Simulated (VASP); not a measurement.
# Cu: single point with LDA

Cu:

```xyz
1
Lattice="0.0000 1.8234 1.8234 1.8234 0.0000 1.8234 1.8234 1.8234 0.0000" Properties=species:S:1:pos:R:3 pbc="T T T"
Cu    0.0000    0.0000    0.0000
```

```yaml
Program: VASP 6.6.1
Task: single point
Functional: LDA
Potentials_or_basis: VASP PAW LDA potentials, release 64 (Cu)
Cutoff: 520 eV
k_mesh: 14 × 14 × 14
Occupations: methfessel-paxton, width 0.15 eV
Spin: no spin polarisation
Dipole_correction: no
Further_INCAR_settings: ALGO = Normal; EDIFF = 1e-06; NBANDS = 12
```

```json
{"Pressure": "-14.7 GPa"}
```

Levels at points of the mesh, in eV from the Fermi level:
```
           k point  band 3  band 4  band 5  band 6  band 7  band 8  band 9  band 10
(0.00, 0.00, 0.00)   -2.91   -2.91   -2.11   -2.11   22.55   24.81   24.81    24.81
(0.50, 0.00, 0.00)   -2.94   -1.56   -1.56   -0.82    3.67   21.08   21.58    21.58
(0.50, 0.50, 0.00)   -1.58   -1.43   -1.43    1.59    7.00   12.88   12.88    17.45
```

Wall time 7.8 s on 1 thread of Intel(R) Xeon(R) Platinum 8559C (Emerald Rapids) (shared host), peak memory 0.12 GiB.
